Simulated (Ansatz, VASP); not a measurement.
S: VASP beside Ansatz

File INCAR:

```
PREC = Accurate
ENCUT = 520
EDIFF = 1E-7
ISMEAR = -1
SIGMA = 0.05
LREAL = False
LASPH = True
NELM = 80
ALGO = Normal
ISIF = 2
LWAVE = False
LCHARG = False
GGA = PE
NBANDS = 13
```

The input KPOINTS:

```
Automatic mesh
0
Gamma
  13 13 13
```

POSCAR

```
S
1.0
    1.5217270032     -0.8785694949      2.4876702985
    0.0000000000      1.7571389899      2.4876702985
   -1.5217270032     -0.8785694949      2.4876702985
S
2
Direct
    0.2500000000      0.2500000000      0.2500000000
   -0.2500000000     -0.2500000000     -0.2500000000
```

Input for Ansatz:

```yaml
crystal:
  lattice:
    - [1.5217270032, -0.8785694949, 2.4876702985]
    - [0.0, 1.7571389899, 2.4876702985]
    - [-1.5217270032, -0.8785694949, 2.4876702985]
  atoms:
    - { symbol: S, position: [0.25, 0.25, 0.25] }
    - { symbol: S, position: [-0.25, -0.25, -0.25] }
kpoints:
  mp_grid: { grid: [13, 13, 13] }
  band_path:
    path:
      - [0.0, 0.0, 0.0]
      - [1.0, 1.0, 1.0]
      - [1.0007233119, 1.0, 0.9992766881]
      - [0.9992766881, 0.0007233119, 0.0]
      - [0.5, 0.5, 0.0]
      - [0.0, 0.0, 0.0]
      - [0.4996383441, 0.0, -0.4996383441]
      - [1.0, 0.5003616559, 0.4996383441]
      - [1.0, 0.5, 0.5]
    npoints: 8
scf:
  occupations: { method: fermi_dirac, width: 0.05 }
hamiltonian:
  xc: pbe
  pseudopotentials: { kind: paw }
output:
  forces: true
  stress: true
  eigenvalues: true
  populations: true
  dos: { projected: true, de: 0.2, e_range: [-14, 8] }
  write_density: true
  write_potential: true
  elf: true
  volumetric_format: npy
```

Change from the starting cell: volume scaled by 0.58, PAW files.

Alike in both runs: task single point; functional PBE; k mesh 13 × 13 × 13; occupations fermi-dirac, width 0.05 eV; no spin polarisation.

```csv
,VASP,Ansatz
version,VASP 6.6.1,Ansatz 0.2.0
potentials or method,"VASP PAW PBE potentials, release 64 (S)","PAW with Ansatz's default frozen-core files, scalar-relativistic"
plane-wave cutoff (eV),520,420
valence electrons in the cell,12,12
```

|  | VASP | Ansatz | Ansatz less VASP |
| --- | --- | --- | --- |
| pressure (GPa) | 102.6 | 103.5 | +0.93 |
| traceless stress, the component that is largest in VASP (GPa) | 0.14 | 0.14 | +0.005 |

Both programs put the cell under a high pressure, so it lies far from rest at this level. With one functional, cell and mesh, what is left measures potentials, basis and numerics.

Noted on VASP's run: the cell as given lies far from equilibrium.
